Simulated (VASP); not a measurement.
Wanted: the native input for a VASP 6.6.1 run.

```
Task                               : single point
Functional                         : PBE0
Potentials or basis                : VASP PAW PBE potentials, release 64 (Nb_sv)
Cutoff                             : 400 eV
k mesh                             : 6 × 6 × 6
Occupations                        : fermi-dirac, width 0.05 eV
Spin                               : no spin polarisation
Dipole correction                  : no
Grid for exact exchange (PRECFOCK) : Normal
Further INCAR settings             : ALGO = Normal; EDIFF = 1e-06; NBANDS = 12
Share of exact exchange            : 0.25
```

The system is Nb.

```
Nb
1.0
    -1.68585    1.68585    1.68585
     1.68585   -1.68585    1.68585
     1.68585    1.68585   -1.68585
Nb
1
Direct
  0.00000 0.00000 0.00000
```

One way to write it, as run:

POSCAR

```
Nb
1.0
   -1.6858465900      1.6858465900      1.6858465900
    1.6858465900     -1.6858465900      1.6858465900
    1.6858465900      1.6858465900     -1.6858465900
Nb
1
Direct
    0.0000000000      0.0000000000      0.0000000000
```

INCAR.step1

```
SYSTEM = Nb
PREC = Accurate ; ENCUT = 400
EDIFF = 1E-5 ; ISMEAR = -1
SIGMA = 0.05 ; LREAL = .FALSE.
LASPH = .TRUE. ; NELM = 120
ALGO = Normal ; ISIF = 2
LWAVE = .TRUE. ; LCHARG = .FALSE.
NBANDS = 12 ; GGA = PE
GGA_COMPAT = .FALSE.
```

INCAR.step2

```
SYSTEM = Nb
PREC = Accurate ; ENCUT = 400
EDIFF = 1E-6 ; ISMEAR = -1
SIGMA = 0.05 ; LREAL = .FALSE.
LASPH = .TRUE. ; NELM = 120
ALGO = Normal ; ISIF = 2
LWAVE = .FALSE. ; LCHARG = .FALSE.
GGA = PE ; LHFCALC = .TRUE.
AEXX = 0.25 ; PRECFOCK = Normal
NBANDS = 12 ; ISTART = 1
GGA_COMPAT = .FALSE.
```

KPOINTS

```
Automatic mesh
0
G
  6 6 6
  0 0 0
```

Potentials or basis: VASP PAW PBE potentials, release 64 (Nb_sv).

Run with:

```console
$ cat potpaw_PBE.64/Nb_sv/POTCAR > POTCAR
$ cp INCAR.step1 INCAR
$ mpirun -np 1 vasp_std > vasp.out
$ cp INCAR.step2 INCAR
$ mpirun -np 1 vasp_std > vasp.out
```

Results of the run:

| Item | Value |
| --- | --- |
| Pressure | -15.9 GPa |
| Band gap on the k mesh | zero (an odd number of electrons rules out a gap without spin polarisation) |

Caveat: the k points lie up to 0.44 Å⁻¹ apart, too coarse for converged energies and pressures of a metal; the PAW data sets were made with another functional, which shifts forces and pressure a little.

It took 12 min on 1 thread of Intel Xeon 8259CL, with other jobs on the host, peak memory 0.13 GiB.
